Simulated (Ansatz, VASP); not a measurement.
**K3Sc3Mo in VASP and in Ansatz**

```
K Sc Mo
1.0
     5.76738    0.00000    0.00000
     0.00000    5.76738    0.00000
     0.00000    0.00000    5.76738
K Sc Mo
3 3 1
Direct
  0.00000 0.50000 0.00000
  0.50000 0.00000 0.00000
  0.00000 0.00000 0.50000
  0.00000 0.50000 0.50000
  0.50000 0.50000 0.00000
  0.50000 0.00000 0.50000
  0.50000 0.50000 0.50000
```

Change from the starting cell: species swapped into the Ce3GaBr3 type (Pm-3m, No. 221).

Alike in both runs: task single point; functional PBE; k mesh 4 × 4 × 4; occupations gaussian, width 0.1 eV; no spin polarisation.

|  | VASP | Ansatz |
| --- | --- | --- |
| version | VASP 6.6.1 | Ansatz 0.2.0 |
| potentials or method | VASP PAW PBE potentials, release 64 (K_sv, Sc_sv, Mo_sv), cutoff 520 eV | scalar-relativistic, plane waves, PAW |
| valence electrons in the cell | 74 | 74 |

|  | VASP | Ansatz | Ansatz less VASP |
| --- | --- | --- | --- |
| gap on the k mesh at the Fermi level (eV) | none | none | - |
| pressure (GPa) | 4.3 | 4.3 | -0.06 |

A gap of «none» marks a metal or a gap that the smearing closes.
